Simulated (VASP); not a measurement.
# Si24O47 (a cell with a defect) in VASP: a series of runs

The runs below take Si24O47 (a cell with a defect) through single point, with PBEsol.

Program: VASP 6.6.1. These are calculated values, not measurements. Logs are shortened: lines on timing, memory, paths and dates and some standing lists are left out, and cuts for length are marked.

## (1) The cell of the first run

The cell holds a defect, 71 atoms: a = 8.389 Å, b = 8.389 Å, c = 8.036 Å, α = 90.00°, β = 90.00°, γ = 90.00°.

## (2) Single point, PBEsol

File INCAR:

```
PREC = Accurate
ENCUT = 520
EDIFF = 1E-7
ISMEAR = -1
SIGMA = 0.05
LREAL = Auto
LASPH = T
NELM = 80
ALGO = Normal
ISIF = 2
LWAVE = F
LCHARG = F
GGA = PS
NBANDS = 230
```

File KPOINTS:

```
Automatic mesh
0
Gamma
  1 1 1
```

File POSCAR:

```
Si24O47
1.0
    8.3886930000      0.0000000000      0.0000000000
    0.0000000000      8.3886930000      0.0000000000
    0.0000000000      0.0000000000      8.0356430000
Si O
24 47
Direct
    0.0001700000      0.0004600000      0.0001100000
    0.0013400000      0.9992900000      0.3321800000
    0.0013500000      0.9993000000      0.6680500000
    0.0007700000      0.4998400000      0.0001200000
    0.0013100000      0.5015000000      0.3337600000
    0.0013600000      0.5014700000      0.6664900000
    0.5008100000      0.9998600000      0.0001100000
    0.4991700000      0.9992900000      0.3337500000
    0.4991500000      0.9993300000      0.6664800000
    0.4998800000      0.5007600000      0.0001100000
    0.5041500000      0.4965400000      0.3426100000
    0.5041100000      0.4964900000      0.6576200000
    0.2508700000      0.2499400000      0.1669100000
    0.2502400000      0.2491900000      0.5001100000
    0.2509000000      0.2499400000      0.8333900000
    0.2526900000      0.7479500000      0.1668300000
    0.2491400000      0.7515000000      0.5001200000
    0.2526900000      0.7479600000      0.8334000000
    0.7488300000      0.2518200000      0.1667200000
    0.7556200000      0.2450200000      0.5001200000
    0.7488300000      0.2518200000      0.8335100000
    0.7506900000      0.7497500000      0.1668400000
    0.7514400000      0.7504000000      0.5001200000
    0.7507000000      0.7497700000      0.8333200000
    0.1531900000      0.1534700000      0.0001400000
    0.1531000000      0.1526700000      0.3333100000
    0.1531200000      0.1527100000      0.6669300000
    0.1546700000      0.6518700000      0.0001100000
    0.1525600000      0.6539900000      0.3329400000
    0.1525900000      0.6539900000      0.6672800000
    0.6534700000      0.1528600000      0.0001600000
    0.6514800000      0.1559200000      0.3356700000
    0.6514000000      0.1560100000      0.6645100000
    0.6535200000      0.6535200000      0.0000400000
    0.6553700000      0.6523400000      0.3352300000
    0.6553900000      0.6524700000      0.6650400000
    0.3471200000      0.3471100000      0.0002000000
    0.3481700000      0.3452400000      0.3351900000
    0.3482900000      0.3452600000      0.6650100000
    0.3487700000      0.8459600000      0.0001200000
    0.3466600000      0.8480500000      0.3329500000
    0.3466600000      0.8480700000      0.6673000000
    0.8477800000      0.3471700000      0.0000700000
    0.8446300000      0.3492300000      0.3357200000
    0.8447200000      0.3491600000      0.6645600000
    0.8471600000      0.8474400000      0.0001000000
    0.8479300000      0.8475200000      0.3333000000
    0.8479700000      0.8475300000      0.6669300000
    0.0969900000      0.4026600000      0.1676800000
    0.0971500000      0.4029200000      0.5001200000
    0.0971700000      0.4027000000      0.8325500000
    0.0975700000      0.9030400000      0.1659700000
    0.0973500000      0.9032900000      0.5001200000
    0.0976000000      0.9030700000      0.8342600000
    0.5982800000      0.4027200000      0.1668800000
    0.5979100000      0.4023600000      0.8333500000
    0.5979400000      0.9034700000      0.1676800000
    0.5977100000      0.9034900000      0.5001100000
    0.5979700000      0.9036600000      0.8325500000
    0.4037300000      0.0970100000      0.1666300000
    0.4023000000      0.0956500000      0.5001100000
    0.4037000000      0.0970500000      0.8336200000
    0.4049000000      0.5957400000      0.1692800000
    0.3995300000      0.6011200000      0.5001200000
    0.4049000000      0.5957300000      0.8309600000
    0.9027000000      0.0979400000      0.1675900000
    0.9043100000      0.0963200000      0.5001200000
    0.9027000000      0.0979400000      0.8326400000
    0.9036000000      0.5969500000      0.1666100000
    0.9049900000      0.5983400000      0.5001300000
    0.9036200000      0.5969100000      0.8336000000
```

Potentials or basis: VASP PAW PBE potentials, release 64 (Si, O).

Started as:

```bash
> cat potpaw_PBE.64/Si/POTCAR potpaw_PBE.64/O/POTCAR > POTCAR
> mpirun -np 1 vasp_gam > vasp.out
```

OUTCAR:

```text
PREC = Accurate
   ENCUT = 520
   EDIFF = 1E-7
   ISMEAR = -1
   LREAL = Auto
   LASPH = T
   NELM = 80
   ISIF = 2
   GGA = PS

 ion  position               nearest neighbor table
   1  0.000  0.000  0.000-  54 1.76  52 1.76  68 1.77  66 1.77  46 1.82  25 1.82   3 2.67   2 2.67

   2  0.001  0.999  0.332-  52 1.76  53 1.77  66 1.77  67 1.77  26 1.81  47 1.81   1 2.67   3 2.70

   3  0.001  0.999  0.668-  54 1.76  53 1.77  68 1.77  67 1.77  48 1.81  27 1.81   1 2.67   2 2.70

   4  0.001  0.500  0.000-  71 1.77  69 1.77  49 1.77  51 1.77  43 1.81  28 1.81   6 2.68   5 2.68

   5  0.001  0.502  0.334-  70 1.76  49 1.76  69 1.77  50 1.77  29 1.80  44 1.83   6 2.67   4 2.68

   6  0.001  0.501  0.666-  70 1.76  51 1.76  50 1.77  71 1.77  30 1.80  45 1.83   5 2.67   4 2.68

   7  0.501  1.000  0.000-  60 1.77  62 1.77  59 1.77  57 1.77  31 1.81  40 1.81   9 2.68   8 2.68

   8  0.499  0.999  0.334-  61 1.76  57 1.76  58 1.77  60 1.77  41 1.80  32 1.83   9 2.67   7 2.68

   9  0.499  0.999  0.666-  61 1.76  59 1.76  62 1.77  58 1.77  42 1.80  33 1.83   8 2.67   7 2.68

  10  0.500  0.501  0.000-  65 1.77  63 1.77  56 1.78  55 1.78  34 1.82  37 1.82  12 2.75  11 2.75
[... 71 lines left out ...]
  70  0.905  0.598  0.500-   5 1.76   6 1.76  23 1.81
  71  0.904  0.597  0.834-   6 1.77   4 1.77  24 1.81

  LATTYP: Found a simple tetragonal cell.
 ALAT       =     8.3886930000
 C/A-ratio  =     0.9579135868

  Lattice vectors:

 A1 = (   8.3886930000,   0.0000000000,   0.0000000000)
 A2 = (   0.0000000000,   8.3886930000,   0.0000000000)
 A3 = (   0.0000000000,   0.0000000000,   8.0356430000)

Analysis of symmetry for initial positions (statically):
=====================================================================
 Subroutine PRICEL returns:
 Original cell was already a primitive cell.

 Routine SETGRP: Setting up the symmetry group for a
 simple tetragonal supercell.

 Subroutine GETGRP returns: Found  1 space group operations
 (whereof  1 operations were pure point group operations)
 out of a pool of 16 trial point group operations.

The static configuration has the point symmetry C_1 .

Analysis of symmetry for dynamics (positions and initial velocities):
=====================================================================
 Subroutine PRICEL returns:
 Original cell was already a primitive cell.

 Routine SETGRP: Setting up the symmetry group for a
 simple tetragonal supercell.

 Subroutine GETGRP returns: Found  1 space group operations
 (whereof  1 operations were pure point group operations)
 out of a pool of 16 trial point group operations.

The dynamic configuration has the point symmetry C_1 .

 Subroutine INISYM returns: Found  1 space group operations
 (whereof  1 operations are pure point group operations),
 and found     1 'primitive' translations

----------------------------------------------------------------------------------------

                                     Primitive cell

  volume of cell :     565.4696

  direct lattice vectors                    reciprocal lattice vectors
     8.388693000  0.000000000  0.000000000     0.119208082  0.000000000  0.000000000
     0.000000000  8.388693000  0.000000000     0.000000000  0.119208082  0.000000000
     0.000000000  0.000000000  8.035643000     0.000000000  0.000000000  0.124445548

  length of vectors
     8.388693000  8.388693000  8.035643000     0.119208082  0.119208082  0.124445548

  position of ions in fractional coordinates (direct lattice)
     0.000170000  0.000460000  0.000110000
     0.001340000  0.999290000  0.332180000
     0.001350000  0.999300000  0.668050000
     0.000770000  0.499840000  0.000120000
     0.001310000  0.501500000  0.333760000
     0.001360000  0.501470000  0.666490000
[... 63 lines left out ...]
     0.904990000  0.598340000  0.500130000
     0.903620000  0.596910000  0.833600000

  ion indices of the primitive-cell ions
   primitive index   ion index
                 1           1
                 2           2
                 3           3
                 4           4
[... 46 lines left out ...]
   TEBEG  =    0.0;   TEEND  =   0.0 temperature during run
   PSTRESS=    0.0 pullay stress
   NELECT =     378.0000    total number of electrons
   NUPDOWN=      -1.0000    fix difference up-down
   EMIN   =  10.00;   EMAX   =-10.00  energy-range for DOS
   EFERMI =   0.00;   METHOD = LEGACY
   ISMEAR =    -1;   SIGMA  =   0.05  broadening in eV -4-tet -1-fermi 0-gaus
   EFERMI_NEDOS =   21; number of points for ismear=-14 and -15
   IALGO  =     38    algorithm
   IMIX   =      4    mixing-type and parameters
     AMIX     =   0.40;   BMIX     =  1.00
     AMIX_MAG =   1.60;   BMIX_MAG =  1.00
  volume/ion in A,a.u.               =       7.96        53.75
  Fermi-wavevector in a.u.,A,eV,Ry     =   1.431426  2.705004 27.878086  2.048982
  Thomas-Fermi vector in A             =   2.551164
   LORBIT       =      0    0 simple, 1 ext, 2 COOP (PROOUT), +10 PAW based schemes
   GGA     = PS    functional components
   LHFCALC =     F    Hartree Fock is set to
   AEXX    =    0.0000 exact exchange contribution
   IVDW    =     0    specifies the selected vdW correction
   LEPSILON=     F    determine dielectric tensor
   LRPA    =     F    only Hartree local field effects (RPA)
 non-spin polarized calculation
  energy-cutoff  :      520.00
  volume of cell :      565.47
 maximum number of plane-waves:      7619
 NGX is ok and might be reduce to    64
   NGX = 31   NGY = 31   NGZ = 29

 number of electron     377.9999820 magnetization

 Free energy of the ion-electron system (eV)
  ---------------------------------------------------
  ext. energy  EPLUGINS =         0.00000000
  ---------------------------------------------------
  free energy    TOTEN  =      -575.02496845 eV

  energy without entropy =     -575.02496845  energy(sigma->0) =     -575.02496845

 E-fermi :  10.0338     XC(G=0): -12.4020

 val. band max:        8.7329774568   @ k =   0.0000   0.0000   0.0000
 cond. band min:      13.0717840447   @ k =   0.0000   0.0000   0.0000
 fundamental gap:      4.3388065879
 Fermi energy:        10.0337563506

 k-point     1 :       0.0000    0.0000    0.0000
  band No.  band energies     occupation
      1     -14.4983      2.00000
      2     -13.3365      2.00000
      3     -13.3051      2.00000
      4     -13.3045      2.00000
      5     -13.2245      2.00000
      6     -13.1482      2.00000
[... 193 lines left out ...]
    200      15.4588      0.00000
    201      15.5346      0.00000
 [bands above 201 left out]

------------------------ aborting loop because EDIFF is reached ----------------------------------------

  FORCE on cell =-STRESS in cart. coord.  units (eV):
  Direction    XX          YY          ZZ          XY          YZ          ZX
  --------------------------------------------------------------------------------------
  -------------------------------------------------------------------------------------
  Total       -0.8062445     -0.8040641      4.7995919      1.2130942      0.0066468      0.0038654
  in kB       -2.2843788     -2.2782009     13.5989587      3.4371294      0.0188327      0.0109521
  external PRESSURE =       3.0121263 kB  Pullay stress =       0.0000000 kB

 VOLUME and BASIS-vectors are now :
 -----------------------------------------------------------------------------
  energy-cutoff  :      520.00
  volume of cell :      565.47
      direct lattice vectors                 reciprocal lattice vectors
     8.388693000  0.000000000  0.000000000     0.119208082  0.000000000  0.000000000
     0.000000000  8.388693000  0.000000000     0.000000000  0.119208082  0.000000000
     0.000000000  0.000000000  8.035643000     0.000000000  0.000000000  0.124445548

 POSITION                                       TOTAL-FORCE (eV/Angst)
 -----------------------------------------------------------------------------------
      0.00143      0.00386      0.00088         0.001548      0.000090      0.002588
      0.01124      8.38274      2.66928        -0.001774      0.001516      0.013987
      0.01132      8.38282      5.36821         0.000650      0.003454     -0.014750
      0.00646      4.19300      0.00096        -0.006679      0.006272     -0.002918
      0.01099      4.20693      2.68198        -0.000720     -0.008015     -0.014284
      0.01141      4.20668      5.35568         0.000299     -0.006312      0.012927
[... 63 lines left out ...]
      7.59168      5.01929      4.01887        -0.019944      0.008716      0.001636
      7.58019      5.00729      6.69851        -0.015252      0.014180     -0.004063
 -----------------------------------------------------------------------------------
    total drift:                               -0.039294     -0.017172     -0.007982

  FREE ENERGIE OF THE ION-ELECTRON SYSTEM (eV)
  ---------------------------------------------------
  free  energy   TOTEN  =      -575.0249684510 eV

  energy  without entropy=     -575.0249684510  energy(sigma->0) =     -575.02496845
```

Run time: 2.3 min. Hardware: 1 thread of Intel Xeon Platinum 8375C at 2.90GHz (Ice Lake), shared host; peak memory 0.51 GiB.

What came out:

| Property | Result |
| --- | --- |
| Free energy | -575.0250 eV |
| Pressure | 0.3 GPa |
| Largest force | 0.145 eV/Å |
| Band gap on the k mesh | 4.34 eV |

Forces on the atoms (eV/Å):
```
Si   0.002  0.000  0.003
Si  -0.002  0.002  0.014
Si   0.001  0.003 -0.015
Si  -0.007  0.006 -0.003
Si  -0.001 -0.008 -0.014
Si   0.000 -0.006  0.013
Si  -0.007  0.012  0.005
Si   0.008  0.001 -0.016
Si   0.007  0.003  0.013
Si  -0.054  0.054  0.003
Si  -0.066  0.063 -0.111
Si  -0.067  0.065  0.112
Si  -0.022 -0.015 -0.020
Si  -0.027 -0.009  0.006
Si  -0.018 -0.009  0.011
Si  -0.014  0.013  0.001
Si  -0.017  0.020 -0.001
Si  -0.012  0.012  0.000
Si   0.048 -0.042 -0.003
Si   0.039 -0.040 -0.001
Si   0.043 -0.048  0.005
Si   0.011  0.016 -0.007
Si   0.013  0.027 -0.005
Si   0.015  0.022  0.020
O   -0.010 -0.009 -0.003
O   -0.005 -0.003  0.004
O   -0.005 -0.005 -0.003
O   -0.006 -0.012  0.002
O    0.001 -0.013  0.004
O   -0.002 -0.012 -0.002
O   -0.020 -0.021 -0.004
O   -0.029 -0.013  0.007
O   -0.020 -0.021 -0.005
O   -0.023 -0.015  0.002
O   -0.018 -0.010  0.020
O   -0.032 -0.035 -0.017
O    0.013  0.022 -0.005
O    0.036  0.035  0.022
O    0.012  0.021 -0.023
O    0.015  0.009 -0.002
O    0.010  0.001  0.003
O    0.013  0.001 -0.003
O    0.020  0.020  0.003
O    0.023  0.023  0.006
O    0.014  0.029 -0.007
O    0.008  0.009 -0.002
O    0.005  0.004  0.002
O    0.003  0.006 -0.003
O    0.014 -0.031  0.028
O    0.018 -0.018 -0.003
O   -0.001 -0.028 -0.022
O    0.019 -0.020 -0.001
O    0.003 -0.006 -0.001
O    0.018 -0.022  0.001
O    0.002 -0.037  0.039
O    0.039 -0.004 -0.039
O    0.027 -0.002  0.025
O    0.019 -0.020  0.003
O    0.034 -0.019 -0.028
O   -0.016  0.014  0.003
O   -0.010  0.020 -0.002
O   -0.015  0.014 -0.002
O    0.005 -0.003  0.014
O    0.060 -0.058  0.000
O    0.003 -0.001 -0.016
O   -0.021  0.021  0.000
O    0.007 -0.008 -0.001
O   -0.022  0.018  0.001
O   -0.018  0.012  0.003
O   -0.020  0.009  0.002
O   -0.015  0.014 -0.004
```

Caveat: the k points lie up to 0.78 Å⁻¹ apart; the PAW data sets were made with another functional, which shifts forces and pressure a little.

[end of part 1 of 2]
